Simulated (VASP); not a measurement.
The system is PbS (Galena).

```
Pb S
1.0
     0.00000    2.96575    2.96575
     2.96575    0.00000    2.96575
     2.96575    2.96575    0.00000
Pb S
1 1
Direct
  0.00000 0.00000 0.00000
  0.50000 0.50000 0.50000
```

Base run:

- Program: VASP 6.6.1
- Functional: revPBE
- Potentials or basis: VASP PAW PBE potentials, release 64 (Pb_d, S)
- Cutoff: 520 eV
- k mesh: 6 × 6 × 6
- Occupations: gaussian, width 0.01 eV
- Spin: no spin polarisation

Its results: band gap on the k mesh 0.43 eV, direct; pressure 3.5 GPa.

Task: The run is repeated on the same cell with these changes: functional from revPBE to r2SCAN. What comes out?

Result: Band gap on the k mesh 0.62 eV, direct; pressure 1.3 GPa.

r2SCAN gives the wider gap, since meta-GGAs in the generalised Kohn-Sham scheme recover part of the derivative discontinuity.

Caveats: the PAW data sets were made with another functional, which shifts forces and pressure a little; spin-orbit coupling is left out, which moves the levels of the heavy elements.

A k mesh can miss the band edges.
